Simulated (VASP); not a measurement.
# Bi (P2_1/m) in VASP: notebook, part 2 of 2

VASP 6.6.1.

## Step 3: Single point, PBEsol

This run uses another cell than the first one, of 36.39 Å³/atom, 1.019 times its volume.

INCAR reads:

```
SYSTEM = Bi
ALGO = Fast
EDIFF = 1E-7
ENCUT = 520
GGA = PS
ISIF = 2
ISMEAR = -1
LASPH = .True.
LCHARG = .True.
LELF = .True.
LREAL = .False.
LVHAR = .True.
LWAVE = .False.
NBANDS = 38
NELM = 80
PREC = Accurate
SIGMA = 0.05
```

KPOINTS reads:

```
k-points
0
Gamma
  6 6 4
  0 0 0
```

POSCAR reads:

```
Bi
1.0
    4.7497767948      0.0000000000      0.0000000000
    0.0000000000      4.6151638354      0.0000000000
   -0.3527589723      0.0000000000      6.6396657483
Bi
4
Direct
    0.2513749200      0.2500000000      0.7487333800
    0.7486250800      0.7500000000      0.2512666200
    0.2498876900      0.2500000000      0.2488803300
    0.7501123100      0.7500000000      0.7511196700
```

Potentials or basis: VASP PAW PBE potentials, release 64 (Bi_d).

Started as:

```bash
> cat potpaw_PBE.64/Bi_d/POTCAR > POTCAR
> mpirun -np 1 vasp_std > vasp.out
```

OUTCAR:

```text
SYSTEM = Bi
   EDIFF = 1E-7
   ENCUT = 520
   GGA = PS
   ISIF = 2
   ISMEAR = -1
   LASPH = .True.
   LREAL = .False.
   NELM = 80
   PREC = Accurate

 ion  position               nearest neighbor table
   1  0.251  0.250  0.749-   4 3.31   4 3.31   4 3.32   4 3.32   3 3.32   3 3.33
   2  0.749  0.750  0.251-   3 3.31   3 3.31   3 3.32   3 3.32   4 3.32   4 3.33
   3  0.250  0.250  0.249-   2 3.31   2 3.31   2 3.32   2 3.32   1 3.32   1 3.33
   4  0.750  0.750  0.751-   1 3.31   1 3.31   1 3.32   1 3.32   2 3.32   2 3.33

  LATTYP: Found a simple monoclinic cell.
 ALAT       =     4.7497767948
 B/A-ratio  =     0.9716590978
 C/A-ratio  =     1.3998615729
 COS(beta)  =    -0.0530542006

  Lattice vectors:

 A1 = (   4.7497767948,   0.0000000000,   0.0000000000)
 A2 = (   0.0000000000,   4.6151638354,   0.0000000000)
 A3 = (  -0.3527589723,   0.0000000000,   6.6396657483)

Analysis of symmetry for initial positions (statically):
=====================================================================
 Subroutine PRICEL returns:
 Original cell was already a primitive cell.

 Routine SETGRP: Setting up the symmetry group for a
 simple monoclinic supercell.

[... 172 lines left out ...]
 E-fermi :   5.7569     XC(G=0):  -9.5866

 val. band max:        5.7528728468   @ k =  -0.1667   0.3333   0.2500
 cond. band min:       5.7939225165   @ k =  -0.1667   0.1667   0.2500
 fundamental gap:      0.0410496697
 Fermi energy:         5.7568630551

 k-point     1 :       0.0000    0.0000    0.0000
  band No.  band energies     occupation
      1     -17.0366      2.00000
      2     -17.0264      2.00000
      3     -17.0263      2.00000
      4     -16.9245      2.00000
      5     -16.9154      2.00000
      6     -16.9074      2.00000
[... 973 lines left out ...]
     37      10.3930      0.00000
     38      10.4702      0.00000

 [... further k-points ...]

------------------------ aborting loop because EDIFF is reached ----------------------------------------

  FORCE on cell =-STRESS in cart. coord.  units (eV):
  Direction    XX          YY          ZZ          XY          YZ          ZX
  --------------------------------------------------------------------------------------
  -------------------------------------------------------------------------------------
  Total       -4.1320636     -3.5371064     -2.7248335      0.0000000      0.0000000      0.2933299
  in kB      -45.4852976    -38.9360749    -29.9946650      0.0000000      0.0000000      3.2289434
  external PRESSURE =     -38.1386792 kB  Pullay stress =       0.0000000 kB

 VOLUME and BASIS-vectors are now :
 -----------------------------------------------------------------------------
  energy-cutoff  :      520.00
  volume of cell :      145.55
      direct lattice vectors                 reciprocal lattice vectors
     4.749776795  0.000000000  0.000000000     0.210536209  0.000000000  0.011185584
     0.000000000  4.615163835  0.000000000     0.000000000  0.216677032  0.000000000
    -0.352758972  0.000000000  6.639665748     0.000000000  0.000000000  0.150609991

 POSITION                                       TOTAL-FORCE (eV/Angst)
 -----------------------------------------------------------------------------------
      0.92985      1.15379      4.97134         0.005989      0.000000      0.000363
      3.46717      3.46137      1.66833        -0.005989      0.000000     -0.000363
      1.09912      1.15379      1.65248         0.006242     -0.000000      0.006002
      3.29790      3.46137      4.98718        -0.006242      0.000000     -0.006002
 -----------------------------------------------------------------------------------
    total drift:                               -0.000000      0.000000      0.000000

  FREE ENERGIE OF THE ION-ELECTRON SYSTEM (eV)
  ---------------------------------------------------
  free  energy   TOTEN  =       -16.9191686990 eV

  energy  without entropy=      -16.8934995993  energy(sigma->0) =      -16.90633415
```

OSZICAR:

```text
N       E                     dE             d eps       ncg     rms          rms(c)
DAV:   1     0.709871372902E+03    0.70987E+03   -0.31341E+04  4256   0.188E+03
DAV:   2     0.610551243006E+02   -0.64882E+03   -0.63726E+03  4272   0.530E+02
DAV:   3    -0.133185085120E+02   -0.74374E+02   -0.72956E+02  4994   0.197E+02
DAV:   4    -0.167500867394E+02   -0.34316E+01   -0.34143E+01  4754   0.446E+01
DAV:   5    -0.169329824513E+02   -0.18290E+00   -0.18287E+00  5432   0.933E+00    0.109E+00
RMM:   6    -0.169198130384E+02    0.13169E-01   -0.55786E-02  4636   0.194E+00    0.648E-01
RMM:   7    -0.169183720277E+02    0.14410E-02   -0.42598E-02  4772   0.165E+00    0.159E-01
RMM:   8    -0.169186610931E+02   -0.28907E-03   -0.96975E-03  5012   0.108E+00    0.538E-02
RMM:   9    -0.169190977704E+02   -0.43668E-03   -0.65562E-03  6673   0.533E-01    0.262E-02
RMM:  10    -0.169191625338E+02   -0.64763E-04   -0.82302E-04  6505   0.185E-01    0.170E-02
RMM:  11    -0.169191849883E+02   -0.22455E-04   -0.14117E-04  5671   0.803E-02    0.225E-02
RMM:  12    -0.169191663969E+02    0.18591E-04   -0.10908E-04  4827   0.108E-01    0.802E-03
RMM:  13    -0.169191685016E+02   -0.21047E-05   -0.35256E-05  7052   0.336E-02    0.272E-03
RMM:  14    -0.169191688563E+02   -0.35468E-06   -0.21516E-06  6086   0.920E-03    0.123E-03
RMM:  15    -0.169191690975E+02   -0.24123E-06   -0.75693E-07  4239   0.537E-03    0.162E-03
RMM:  16    -0.169191686419E+02    0.45558E-06   -0.24814E-07  2985   0.347E-03    0.537E-04
RMM:  17    -0.169191686990E+02   -0.57069E-07   -0.96482E-08  2476   0.274E-03
   1 F= -.16919169E+02 E0= -.16906334E+02  d E =-.256691E-01
```

stdout:

```text
POSCAR found type information on POSCAR Bi
 POSCAR found :  1 types and       4 ions
 scaLAPACK will be used
 -----------------------------------------------------------------------------
|                                                                             |
|                                                                             |
|     You enforced a specific xc type in the INCAR file but a different       |
|     I HOPE YOU KNOW WHAT YOU ARE DOING!                                     |
|                                                                             |
 -----------------------------------------------------------------------------

 LDA part: xc-table for (Slater+PW92), standard interpolation
 POSCAR, INCAR and KPOINTS ok, starting setup
 FFT: planning ... GRIDC
 FFT: planning ... GRID_SOFT
 FFT: planning ... GRID
 WAVECAR not read
 entering main loop
```

Wall time 7.9 min (1 thread of AMD EPYC 7R13, shared host); peak memory 0.34 GiB.

What came out:

| Property | Result |
| --- | --- |
| Free energy | -16.9192 eV |
| Pressure | -3.8 GPa |
| Largest force | 0.009 eV/Å |
| Band gap on the k mesh | zero (band 30 reaches 5.87 eV, above the bottom of band 31 at 5.57 eV) |

Forces in eV/Å, atoms in the order of the input:
```
Bi   0.006  0.000  0.000
Bi  -0.006  0.000  0.000
Bi   0.006  0.000  0.006
Bi  -0.006  0.000 -0.006
```

Caveat: the PAW data sets were made with another functional, which shifts forces and pressure a little; spin-orbit coupling is left out, which moves the levels of the heavy elements.
